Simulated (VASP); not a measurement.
Input of a VASP 6.6.1 run:

INCAR

```
ALGO = Normal
EDIFF = 1E-6
EDIFFG = -0.005
ENCUT = 600
GGA = PE
IBRION = 2
ISIF = 3
ISMEAR = -1
LASPH = True
LCHARG = False
LREAL = False
LWAVE = False
NELM = 60
NSW = 60
PREC = Accurate
PSTRESS = 120.0
SIGMA = 0.08
```

KPOINTS

```
k-points
0
Gamma
  15 15 15
```

The input POSCAR:

```
Hf
1.0
   -2.6716704952      2.6716704952      1.4694187724
    2.6716704952     -2.6716704952      1.4694187724
    2.6716704952      2.6716704952     -1.4694187724
Hf
2
Direct
   -0.3750000000     -0.1250000000     -0.2500000000
    0.3750000000      0.1250000000      0.2500000000
```

Potentials or basis: VASP PAW PBE potentials, release 64 (Hf_pv).

Run with:

```sh
$ cat potpaw_PBE.64/Hf_pv/POTCAR > POTCAR
$ mpirun -np 1 vasp_std > vasp.out
```

Q: What does it give for the space group after relaxing (to 0.05 Å)?

A: I4_1/amd (No. 141).

Q: What does it give for the relaxed cell?

A: a = 4.046 Å, b = 4.046 Å, c = 4.046 Å, α = 97.44°, β = 97.44°, γ = 137.83°.

Q: What does it give for the band gap on the k mesh?

A: Zero (band 10 reaches 5.32 eV, above the bottom of band 11 at 4.51 eV).

Q: What does it give for the relaxed volume?

A: 20.74 Å³/atom.

Step by step:
| step | energy change (eV) | largest force (eV/Å) | pressure (GPa) | volume (Å³) |
| --- | --- | --- | --- | --- |
| 1 | 0.0000 | 0.0000 | 10.51 | 41.95 |
| 2 | 0.0896 | 0.0000 | 14.24 | 40.78 |
| 3 | 0.0368 | 0.0000 | 12.13 | 41.42 |
| 4 | 0.0325 | 0.0000 | 12.00 | 41.48 |
| 5 | 0.0321 | 0.0000 | 12.00 | 41.48 |

Caveat: the cell is relaxed towards a set pressure, so the enthalpy falls and the energy may rise; spin-orbit coupling is left out, which moves the levels of the heavy elements.
